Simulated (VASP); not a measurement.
A run of VASP 6.6.1 is set up as follows.

Contents of INCAR:

```
SYSTEM = Mg
AGGAC    = 1.0          
AGGAX    = 1.0          
ALDAC    = 0.0          
ALDAX    = 1.0          
ALGO     = Normal         ! electronic algorithm
EDIFF    = 1E-6           ! SCF threshold, eV
ENCUT    = 600            ! plane-wave cutoff, eV
GGA      = B5             ! functional
GGA_COMPAT= .False.      
ISIF     = 2              ! what is computed and relaxed
ISMEAR   = 1              ! smearing method
LASPH    = .True.         ! aspherical terms in the spheres
LCHARG   = .False.        ! write CHGCAR
LREAL    = .False.        ! projectors in reciprocal space
LWAVE    = .False.        ! write WAVECAR
NBANDS   = 7              ! bands
NELM     = 120            ! most SCF steps
PREC     = Accurate       ! precision mode
SIGMA    = 0.1            ! smearing width, eV
```

File KPOINTS:

```
k-points
0
Gamma
  11 11 11
  0 0 0
```

Contents of POSCAR:

```
Mg
1.0
    0.0000000000      2.2442560000      2.2442560000
    2.2442560000      0.0000000000      2.2442560000
    2.2442560000      2.2442560000      0.0000000000
Mg
1
Direct
    0.0000000000      0.0000000000      0.0000000000
```

Potentials or basis: VASP PAW PBE potentials, release 64 (Mg).

Launch:

```sh
$ cat potpaw_PBE.64/Mg/POTCAR > POTCAR
$ mpirun -np 1 vasp_std > vasp.out
```

What does it give for the band gap on the k mesh?

Zero (bands 1 and 2 overlap by 1.97 eV).

Predict the pressure.

1.7 GPa.

Caveat: the PAW data sets were made with another functional, which shifts forces and pressure a little.
